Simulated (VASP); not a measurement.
Set up this calculation in VASP 6.6.1, as the native input.

```yaml
Task: relaxation of cell and atoms
Functional: PBEsol
Potentials_or_basis: VASP PAW PBE potentials, release 64 (V_sv)
Cutoff: 600 eV
k_mesh: 18 × 18 × 10
Occupations: gaussian, width 0.1 eV
Spin: no spin polarisation
Dipole_correction: no
Further_INCAR_settings: ALGO = Fast; EDIFF = 1e-06; IBRION = 2; EDIFFG = -0.01; NSW = 80; ISIF = 3
```

The structure of V lies in POSCAR:

```
V
1.0
    2.5606983349      0.0000000000      0.0000000000
   -1.2803491675      2.2176298095      0.0000000000
    0.0000000000      0.0000000000      4.6703746553
V
2
Direct
    0.3333333333      0.6666666667      0.2500000000
    0.6666666667      0.3333333333      0.7500000000
```

This isn't the form of V at room conditions, which is bcc.

The input as run:

INCAR

```
SYSTEM = V
PREC = Accurate
ENCUT = 600
EDIFF = 1E-6
ISMEAR = 0
SIGMA = 0.1
LREAL = .False.
LASPH = .True.
NELM = 100
ALGO = Fast
ISIF = 3
LWAVE = .False.
LCHARG = .False.
GGA = PS
IBRION = 2
NSW = 80
EDIFFG = -0.01
```

KPOINTS

```
regular mesh
0
Gamma
  18 18 10
  0 0 0
```

Potentials or basis: VASP PAW PBE potentials, release 64 (V_sv).

The run is started by

```sh
$ cat potpaw_PBE.64/V_sv/POTCAR > POTCAR
$ mpirun -np 1 vasp_std > vasp.out
```

It gave:

```
Relaxed volume                        : 13.32 Å³/atom
Relaxed cell                          : a = 2.574 Å, b = 2.574 Å, c = 4.644 Å, α = 90.00°, β = 90.00°, γ = 120.00°
Space group after relaxing (to 0.1 Å) : P6_3/mmc (No. 194)
Energy gained by relaxing             : 0.9 meV/atom
Ionic steps                           : 5
Pressure after relaxing               : 0.1 GPa
Band gap on the k mesh                : zero (bands 13 and 14 overlap by 2.32 eV)
```

Caveat: the PAW data sets were made with another functional, which shifts forces and pressure a little.

Run time: 8.5 min on 1 thread of Oxide Virtual Turin-like Processor, with other jobs on the host, peak memory 0.19 GiB.
